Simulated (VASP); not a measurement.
CaS: phonons with r2SCAN

Crystal: CaS.

```
CELL_PARAMETERS angstrom
2.88127 2.88127 0.00000
-2.88127 2.88127 0.00000
0.00000 2.88127 2.88127
ATOMIC_POSITIONS crystal
Ca 0.00000 0.00000 0.00000
S 0.50000 0.50000 0.00000
```

```yaml
Program: VASP 6.6.1
Task: phonons
Functional: r2SCAN
Potentials_or_basis: VASP PAW PBE potentials, release 64 (Ca_sv, S)
Cutoff: 550 eV
k_mesh: 8 × 8 × 8
Occupations: gaussian, width 0.01 eV
Spin: no spin polarisation
Dipole_correction: no
Further_INCAR_settings: ALGO = Normal; EDIFF = 1e-08; NBANDS = 15; IBRION = 6; POTIM = 0.015; NSW = 1
```

The highest phonon frequency at Γ, LO-TO splitting left out is 216 cm⁻¹.

Phonon frequencies in cm⁻¹ (negative: imaginary):
```tsv
q point	frequencies
(0.000, 0.000, 0.000)	0 0 0 216 216 216
```

It took 6.6 min on 1 thread of AMD EPYC 9R45 96-Core Processor (Zen 5) (shared host), peak memory 0.22 GiB.

Caveat: the cell stands under pressure or tension, which shifts response properties.
